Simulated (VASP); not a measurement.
# ScAl (Pm-3m) in VASP: a series of runs

The runs below take ScAl through single point, with PBEsol.

Program: VASP 6.6.1. These are calculated values, not measurements. Logs are shortened: lines on timing, memory, paths and dates and some standing lists are left out, and cuts for length are marked.

## Step 1: The cell of the first run

Symmetry: Pm-3m, No. 221, cubic system. The conventional cell has a = 3.276 Å, b = 3.276 Å, c = 3.276 Å, α = 90.00°, β = 90.00°, γ = 90.00°. Within 3.7 Å of Sc (site symmetry m-3m) lie 8 Al at 2.84 Å and 6 Sc at 3.28 Å. Within 3.7 Å of Al (site symmetry m-3m) lie 8 Sc at 2.84 Å and 6 Al at 3.28 Å.

## Step 2: Single point, PBEsol (17.58 Å³/atom)

The input, INCAR:

```
PREC = Accurate ; ENCUT = 520
EDIFF = 1E-6 ; ISMEAR = 0
SIGMA = 0.1 ; LREAL = F
LASPH = T ; NELM = 80
ALGO = Fast ; ISIF = 2
LWAVE = F ; LCHARG = T
GGA = PS ; LELF = T
LVHAR = T ; NBANDS = 14
```

The input, KPOINTS:

```
Automatic mesh
0
Gamma
  12 12 12
```

The input, POSCAR:

```
ScAl
1.0
    3.2761315988      0.0000000000      0.0000000000
    0.0000000000      3.2761315988      0.0000000000
    0.0000000000      0.0000000000      3.2761315988
Sc Al
1 1
Direct
    0.5000000000      0.5000000000      0.5000000000
    0.0000000000      0.0000000000      0.0000000000
```

Potentials or basis: VASP PAW PBE potentials, release 64 (Sc_sv, Al).

Run with:

```console
$ cat potpaw_PBE.64/Sc_sv/POTCAR potpaw_PBE.64/Al/POTCAR > POTCAR
$ mpirun -np 1 vasp_std > vasp.out
```

OUTCAR:

```text
PREC = Accurate
   ENCUT = 520
   EDIFF = 1E-6
   ISMEAR = 0
   LREAL = F
   LASPH = T
   NELM = 80
   ISIF = 2
   GGA = PS

 ion  position               nearest neighbor table
   1  0.500  0.500  0.500-   2 2.84   2 2.84   2 2.84   2 2.84   2 2.84   2 2.84   2 2.84   2 2.84

   2  0.000  0.000  0.000-   1 2.84   1 2.84   1 2.84   1 2.84   1 2.84   1 2.84   1 2.84   1 2.84

  LATTYP: Found a simple cubic cell.
 ALAT       =     3.2761315988

  Lattice vectors:

 A1 = (   3.2761315988,   0.0000000000,   0.0000000000)
 A2 = (   0.0000000000,   3.2761315988,   0.0000000000)
 A3 = (   0.0000000000,   0.0000000000,   3.2761315988)

Analysis of symmetry for initial positions (statically):
=====================================================================
 Subroutine PRICEL returns:
 Original cell was already a primitive cell.

 Routine SETGRP: Setting up the symmetry group for a
 simple cubic supercell.

 Subroutine GETGRP returns: Found 48 space group operations
 (whereof 48 operations were pure point group operations)
 out of a pool of 48 trial point group operations.

The static configuration has the point symmetry O_h .

Analysis of symmetry for dynamics (positions and initial velocities):
=====================================================================
 Subroutine PRICEL returns:
 Original cell was already a primitive cell.

 Routine SETGRP: Setting up the symmetry group for a
 simple cubic supercell.

 Subroutine GETGRP returns: Found 48 space group operations
 (whereof 48 operations were pure point group operations)
 out of a pool of 48 trial point group operations.

The dynamic configuration has the point symmetry O_h .

 Subroutine INISYM returns: Found 48 space group operations
 (whereof 48 operations are pure point group operations),
 and found     1 'primitive' translations

----------------------------------------------------------------------------------------

                                     Primitive cell

  volume of cell :      35.1628

  direct lattice vectors                    reciprocal lattice vectors
     3.276131599  0.000000000  0.000000000     0.305238044  0.000000000  0.000000000
     0.000000000  3.276131599  0.000000000     0.000000000  0.305238044  0.000000000
     0.000000000  0.000000000  3.276131599     0.000000000  0.000000000  0.305238044

  length of vectors
     3.276131599  3.276131599  3.276131599     0.305238044  0.305238044  0.305238044

  position of ions in fractional coordinates (direct lattice)
     0.500000000  0.500000000  0.500000000
     0.000000000  0.000000000  0.000000000

  ion indices of the primitive-cell ions
   primitive index   ion index
                 1           1
                 2           2

----------------------------------------------------------------------------------------

 KPOINTS: Automatic mesh

Automatic generation of k-mesh.
 Grid dimensions read from file:
 generate k-points for:   12   12   12

 Generating k-lattice:

  Cartesian coordinates                     Fractional coordinates (reciprocal lattice)
     0.025436504  0.000000000  0.000000000     0.083333333  0.000000000  0.000000000
     0.000000000  0.025436504  0.000000000     0.000000000  0.083333333  0.000000000
     0.000000000  0.000000000  0.025436504     0.000000000  0.000000000  0.083333333

  Length of vectors
     0.025436504  0.025436504  0.025436504

  Shift w.r.t. Gamma in fractional coordinates (k-lattice)
     0.000000000  0.000000000  0.000000000

 Subroutine IBZKPT returns following result:
 ===========================================

 Found     84 irreducible k-points:

 Following reciprocal coordinates:
            Coordinates               Weight
  0.000000  0.000000  0.000000      1.000000
  0.083333  0.000000  0.000000      6.000000
  0.166667  0.000000  0.000000      6.000000
  0.250000  0.000000  0.000000      6.000000
  0.333333  0.000000  0.000000      6.000000
  0.416667  0.000000  0.000000      6.000000
[... 16 lines left out ...]
  0.333333  0.333333  0.000000     12.000000
  0.416667  0.333333  0.000000     24.000000
 [... further k-points ...]
   k-points           NKPTS =     84   k-points in BZ     NKDIM =     84   number of bands    NBANDS=     14
   number of dos      NEDOS =    301   number of ions     NIONS =      2
   total plane-waves  NPLWV =  13824
   dimension x,y,z NGX =    24 NGY =   24 NGZ =   24
   dimension x,y,z NGXF=    48 NGYF=   48 NGZF=   48
   ions per type =               1   1
   NGX,Y,Z   is equivalent  to a cutoff of  12.18, 12.18, 12.18 a.u.
   NGXF,Y,Z  is equivalent  to a cutoff of  24.36, 24.36, 24.36 a.u.
 SYSTEM =  unknown system
   PREC   = accura    normal or accurate (medium, high low for compatibility)
   ISTART =      0    job   : 0-new  1-cont  2-samecut
   ICHARG =      2    charge: 1-file 2-atom 10-const
   ISPIN  =      1    spin polarized calculation?
   LNONCOLLINEAR =      F non collinear calculations
   LSORBIT =      F    spin-orbit coupling
   LASPH  =      T    aspherical Exc in radial PAW
   ENCUT  =  520.0 eV  38.22 Ry    6.18 a.u.   6.09  6.09  6.09*2*pi/ulx,y,z
   NELM   =     80;   NELMIN=  2; NELMDL= -5     # of ELM steps
   EDIFF  = 0.1E-05   stopping-criterion for ELM
   LREAL  =      F    real-space projection
   EDIFFG = 0.1E-04   stopping-criterion for IOM
   NSW    =      0    number of steps for IOM
   IBRION =     -1    ionic relax: 0-MD 1-quasi-New 2-CG
   NFREE  =      0    steps in history (QN), initial steepest desc. (CG)
   ISIF   =      2    stress and relaxation
   ISYM   =      2    0-nonsym 1-usesym 2-fastsym
   POTIM  = 0.5000    time-step for ionic-motion
   TEBEG  =    0.0;   TEEND  =   0.0 temperature during run
   PSTRESS=    0.0 pullay stress
   NELECT =      14.0000    total number of electrons
   NUPDOWN=      -1.0000    fix difference up-down
   EMIN   =  10.00;   EMAX   =-10.00  energy-range for DOS
   EFERMI =   0.00;   METHOD = LEGACY
   ISMEAR =     0;   SIGMA  =   0.10  broadening in eV -4-tet -1-fermi 0-gaus
   EFERMI_NEDOS =   21; number of points for ismear=-14 and -15
   IALGO  =     68    algorithm
   IMIX   =      4    mixing-type and parameters
     AMIX     =   0.40;   BMIX     =  1.00
     AMIX_MAG =   1.60;   BMIX_MAG =  1.00
  volume/ion in A,a.u.               =      17.58       118.65
  Fermi-wavevector in a.u.,A,eV,Ry     =   1.204360  2.275910 19.735006  1.450482
  Thomas-Fermi vector in A             =   2.340087
   LORBIT       =      0    0 simple, 1 ext, 2 COOP (PROOUT), +10 PAW based schemes
   GGA     = PS    functional components
   LHFCALC =     F    Hartree Fock is set to
   AEXX    =    0.0000 exact exchange contribution
   IVDW    =     0    specifies the selected vdW correction
   LEPSILON=     F    determine dielectric tensor
   LRPA    =     F    only Hartree local field effects (RPA)
 non-spin polarized calculation
 RMM-DIIS sequential band-by-band and
 Gauss-broadening in eV      SIGMA  =   0.10
  energy-cutoff  :      520.00
  volume of cell :       35.16
 maximum number of plane-waves:       968
   NGX = 13   NGY = 13   NGZ = 13

 number of electron      13.9999995 magnetization

 Free energy of the ion-electron system (eV)
  ---------------------------------------------------
  ext. energy  EPLUGINS =         0.00000000
  ---------------------------------------------------
  free energy    TOTEN  =       -11.58395426 eV

  energy without entropy =      -11.58087410  energy(sigma->0) =      -11.58241418

 E-fermi :   6.6239     XC(G=0): -10.7567

 val. band max:        6.6211088789   @ k =   0.5000   0.5000   0.5000
 cond. band min:       6.7086724957   @ k =   0.5000   0.1667   0.0000
 fundamental gap:      0.0875636167
 Fermi energy:         6.6239344408

 k-point     1 :       0.0000    0.0000    0.0000
  band No.  band energies     occupation
      1     -42.3317      2.00000
      2     -21.0055      2.00000
      3     -21.0055      2.00000
      4     -21.0055      2.00000
      5      -2.1316      2.00000
      6       5.8247      2.00000
      7       5.8247      2.00000
      8       9.6172      0.00000
      9       9.6172      0.00000
     10       9.6172      0.00000
     11      10.7743      0.00000
     12      10.7743      0.00000
     13      10.7743      0.00000
     14      15.7702      0.00000

 k-point     2 :       0.0833    0.0000    0.0000
  band No.  band energies     occupation
      1     -42.3302      2.00000
      2     -21.0226      2.00000
      3     -21.0040      2.00000
      4     -21.0040      2.00000
      5      -2.0238      2.00000
      6       5.7352      2.00000
      7       5.8806      2.00000
      8       9.2658      0.00000
      9       9.2658      0.00000
     10       9.6342      0.00000
     11      10.4864      0.00000
     12      11.1925      0.00000
     13      11.1925      0.00000
     14      15.5620      0.00000

 k-point     3 :       0.1667    0.0000    0.0000
  band No.  band energies     occupation
      1     -42.3262      2.00000
      2     -21.0691      2.00000
      3     -20.9999      2.00000
      4     -20.9999      2.00000
      5      -1.7056      2.00000
      6       5.3789      2.00000
      7       6.0410      2.00000
      8       8.7037      0.00000
      9       8.7037      0.00000
     10       9.6813      0.00000
     11      10.0585      0.00000
     12      11.9617      0.00000
     13      11.9617      0.00000
     14      14.9975      0.00000
[... 324 lines left out ...]
 k-point    23 :       0.3333    0.3333    0.0000
  band No.  band energies     occupation
      1     -42.2989      2.00000
      2     -21.1708      2.00000
      3     -21.1635      2.00000
      4     -20.9718      2.00000
      5       0.7290      2.00000
      6       4.3509      2.00000
      7       5.0218      2.00000
      8       7.2185      0.00000
      9       8.1783      0.00000
     10       8.5846      0.00000
     11      10.6003      0.00000
     12      11.8576      0.00000
     13      13.6818      0.00000
     14      14.7687      0.00000

 k-point    24 :       0.4167    0.3333    0.0000
  band No.  band energies     occupation
      1     -42.2950      2.00000
      2     -21.2099      2.00000
      3     -21.1605      2.00000
      4     -20.9677      2.00000
      5       1.2327      2.00000
      6       3.8508      2.00000
      7       5.2341      2.00000
      8       6.9332      0.00001
      9       8.1024      0.00000
     10       8.5632      0.00000
     11      10.6646      0.00000
     12      12.1358      0.00000
     13      13.1063      0.00000
     14      14.7088      0.00000

 [... further k-points ...]

------------------------ aborting loop because EDIFF is reached ----------------------------------------

  FORCE on cell =-STRESS in cart. coord.  units (eV):
  Direction    XX          YY          ZZ          XY          YZ          ZX
  --------------------------------------------------------------------------------------
  -------------------------------------------------------------------------------------
  Total        1.2973730      1.2973730      1.2973730     -0.0000000     -0.0000000      0.0000000
  in kB       59.1141466     59.1141466     59.1141466     -0.0000000     -0.0000000      0.0000000
  external PRESSURE =      59.1141466 kB  Pullay stress =       0.0000000 kB

 VOLUME and BASIS-vectors are now :
 -----------------------------------------------------------------------------
  energy-cutoff  :      520.00
  volume of cell :       35.16
      direct lattice vectors                 reciprocal lattice vectors
     3.276131599  0.000000000  0.000000000     0.305238044  0.000000000  0.000000000
     0.000000000  3.276131599  0.000000000     0.000000000  0.305238044  0.000000000
     0.000000000  0.000000000  3.276131599     0.000000000  0.000000000  0.305238044

 POSITION                                       TOTAL-FORCE (eV/Angst)
 -----------------------------------------------------------------------------------
      1.63807      1.63807      1.63807         0.000000      0.000000      0.000000
      0.00000      0.00000      0.00000         0.000000      0.000000      0.000000
 -----------------------------------------------------------------------------------
    total drift:                                0.000000     -0.000000     -0.000000

  FREE ENERGIE OF THE ION-ELECTRON SYSTEM (eV)
  ---------------------------------------------------
  free  energy   TOTEN  =       -11.5839542551 eV

  energy  without entropy=      -11.5808740955  energy(sigma->0) =      -11.58241418
```

It took 15 s on 1 thread of Intel Xeon Platinum 8488C (Sapphire Rapids), shared host; peak memory 0.16 GiB.

Results:

| Property | Result |
| --- | --- |
| Free energy | -11.5840 eV |
| Pressure | 5.9 GPa |
| Band gap on the k mesh | zero (bands 7 and 8 overlap by 1.20 eV) |

Levels at points of the mesh, in eV from the Fermi level:
```csv
k point,band 3,band 4,band 5,band 6,band 7,band 8,band 9,band 10,band 11,band 12
"(0.00, 0.00, 0.00)",-27.63,-27.63,-8.76,-0.80,-0.80,2.99,2.99,2.99,4.15,4.15
"(0.50, 0.00, 0.00)",-27.61,-27.61,-5.71,-4.73,0.25,0.87,0.87,3.26,4.26,6.16
"(0.50, 0.50, 0.00)",-27.84,-27.58,-4.86,-1.81,-1.81,-0.86,1.65,1.65,4.11,5.61
"(0.50, 0.50, 0.50)",-27.81,-27.81,-2.74,-2.74,-2.74,0.00,3.20,3.20,3.20,4.19
```

Caveat: the cell stands under pressure; the PAW data sets were made with another functional, which shifts forces and pressure a little.

## Step 3: Single point, PBEsol (18.14 Å³/atom)

This run uses another cell than the first one, of 18.14 Å³/atom.

The input, INCAR:

```
SYSTEM = ScAl
ALGO     = Normal         ! electronic algorithm
EDIFF    = 1E-6           ! SCF threshold, eV
ENCUT    = 520            ! plane-wave cutoff, eV
GGA      = PS             ! functional
ISIF     = 2              ! what is computed and relaxed
ISMEAR   = 0              ! smearing method
LASPH    = .True.         ! aspherical terms in the spheres
LCHARG   = .False.        ! write CHGCAR
LREAL    = .False.        ! projectors in reciprocal space
LWAVE    = .False.        ! write WAVECAR
NBANDS   = 14             ! bands
NELM     = 100            ! most SCF steps
PREC     = Accurate       ! precision mode
SIGMA    = 0.1            ! smearing width, eV
```

The input, KPOINTS:

```
k-points
0
Gamma
  12 12 12
  0 0 0
```

The input, POSCAR:

```
ScAl
1.0
    3.3106197290      0.0000000000      0.0000000000
    0.0000000000      3.3106197290      0.0000000000
    0.0000000000      0.0000000000      3.3106197290
Sc Al
1 1
Direct
    0.5000000000      0.5000000000      0.5000000000
    0.0000000000      0.0000000000      0.0000000000
```

Potentials or basis: VASP PAW PBE potentials, release 64 (Sc_sv, Al).

Run with:

```console
$ cat potpaw_PBE.64/Sc_sv/POTCAR potpaw_PBE.64/Al/POTCAR > POTCAR
$ mpirun -np 1 vasp_std > vasp.out
```

It took 22 s on 1 thread of Intel Xeon Platinum 8488C (Sapphire Rapids), shared host; peak memory 0.18 GiB.

Results (log left out):

| Quantity | Value |
| --- | --- |
| Free energy | -11.6147 eV |
| Pressure | 2.8 GPa |
| Band gap on the k mesh | zero (bands 7 and 8 overlap by 1.19 eV) |

Levels at points of the mesh, in eV from the Fermi level:
```csv
k point,band 3,band 4,band 5,band 6,band 7,band 8,band 9,band 10,band 11,band 12
"(0.00, 0.00, 0.00)",-27.72,-27.72,-8.64,-0.74,-0.74,2.89,2.89,2.89,4.00,4.00
"(0.50, 0.00, 0.00)",-27.70,-27.70,-5.69,-4.66,0.27,0.84,0.84,3.15,4.10,6.12
"(0.50, 0.50, 0.00)",-27.91,-27.68,-4.79,-1.82,-1.82,-0.85,1.61,1.61,3.96,5.35
"(0.50, 0.50, 0.50)",-27.88,-27.88,-2.66,-2.66,-2.66,-0.17,3.09,3.09,3.09,4.04
```

Caveat: the PAW data sets were made with another functional, which shifts forces and pressure a little.

## Step 4: Single point, PBEsol (19.26 Å³/atom)

This run uses another cell than the first one, of 19.26 Å³/atom.

The input, INCAR:

```
PREC = Accurate
ENCUT = 520
EDIFF = 1E-7
ISMEAR = 0
SIGMA = 0.1
LREAL = F
LASPH = T
NELM = 80
ALGO = Fast
ISIF = 2
LWAVE = F
LCHARG = F
GGA = PS
NBANDS = 14
```

The input, KPOINTS:

```
regular mesh
0
Gamma
  12 12 12
```

The input, POSCAR:

```
ScAl
1.0
    3.3775189599      0.0000000000      0.0000000000
    0.0000000000      3.3775189599      0.0000000000
    0.0000000000      0.0000000000      3.3775189599
Sc Al
1 1
Direct
    0.5000000000      0.5000000000      0.5000000000
    0.0000000000      0.0000000000      0.0000000000
```

Run with:

```console
$ cat potpaw_PBE.64/Sc_sv/POTCAR potpaw_PBE.64/Al/POTCAR > POTCAR
$ mpirun -np 1 vasp_std > vasp.out
```

It took 30 s on 1 thread of Intel Xeon Platinum 8488C (Sapphire Rapids), shared host; peak memory 0.18 GiB.

It converged, with:

```yaml
Free_energy: -11.6181 eV
Pressure: -2.1 GPa
Band_gap_on_the_k_mesh: zero (bands 7 and 8 overlap by 1.18 eV)
```

Levels at points of the mesh, in eV from the Fermi level:
```
           k point  band 3  band 4  band 5  band 6  band 7  band 8  band 9  band 10  band 11  band 12
(0.00, 0.00, 0.00)  -27.91  -27.91   -8.42   -0.65   -0.65    2.71    2.71     2.71     3.73     3.73
(0.50, 0.00, 0.00)  -27.89  -27.89   -5.64   -4.53    0.28    0.79    0.79     2.93     3.80     6.05
(0.50, 0.50, 0.00)  -28.06  -27.87   -4.67   -1.83   -1.83   -0.83    1.54     1.54     3.68     4.88
(0.50, 0.50, 0.50)  -28.03  -28.03   -2.51   -2.51   -2.51   -0.45    2.89     2.89     2.89     3.75
```

Caveat: the PAW data sets were made with another functional, which shifts forces and pressure a little.

## Step 5: Summary

| cell | gap on the mesh (eV) | pressure (GPa) |
| --- | --- | --- |
| a = 3.276 Å, 2 atoms | none | 5.9 |
| a = 3.311 Å, 2 atoms | none | 2.8 |
| a = 3.378 Å, 2 atoms | none | -2.1 |

Alike in all rows: task single point; level PBEsol; potentials or basis VASP PAW PBE potentials, release 64 (Sc_sv, Al); no spin polarisation; k mesh 12 × 12 × 12; cutoff (eV) 520; smearing gaussian 0.1 eV.

Caveats: the PAW data sets were made with another functional, which shifts forces and pressure a little; the cell stands under pressure (at least some runs).

Total energies depend on the potentials used, so only differences within one code and one set of settings carry meaning.

The gap in the log of VASP goes by the Fermi energy; the results here count the filled bands.